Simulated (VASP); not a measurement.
Here is a VASP 6.6.1 calculation.

INCAR

```
PREC = Accurate
ENCUT = 520
EDIFF = 1E-7
ISMEAR = -1
SIGMA = 0.1
LREAL = False
LASPH = True
NELM = 80
ALGO = Normal
ISIF = 2
LWAVE = False
LCHARG = False
GGA = PE
NBANDS = 26
```

Contents of KPOINTS:

```
Automatic mesh
0
Gamma
  6 6 4
```

Contents of POSCAR:

```
K
1.0
    4.5507464168      0.0000000000      0.0000000000
   -2.2753732084      3.9410620031      0.0000000000
    0.0000000000      0.0000000000     14.5736361949
K
4
Direct
    0.0000000000      0.0000000000      0.0000000000
    0.0000000000      0.0000000000      0.5000000000
    0.3333333333      0.6666666667      0.2500000000
    0.6666666667      0.3333333333      0.7500000000
```

Potentials or basis: VASP PAW PBE potentials, release 64 (K_sv).

Run with:

```sh
$ cat potpaw_PBE.64/K_sv/POTCAR > POTCAR
$ mpirun -np 1 vasp_std > vasp.out
```

Problem. Predict the band gap on the k mesh.

Solution. Zero (bands 18 and 19 overlap by 2.41 eV).

Problem. Estimate the pressure.

Solution. 0.6 GPa.
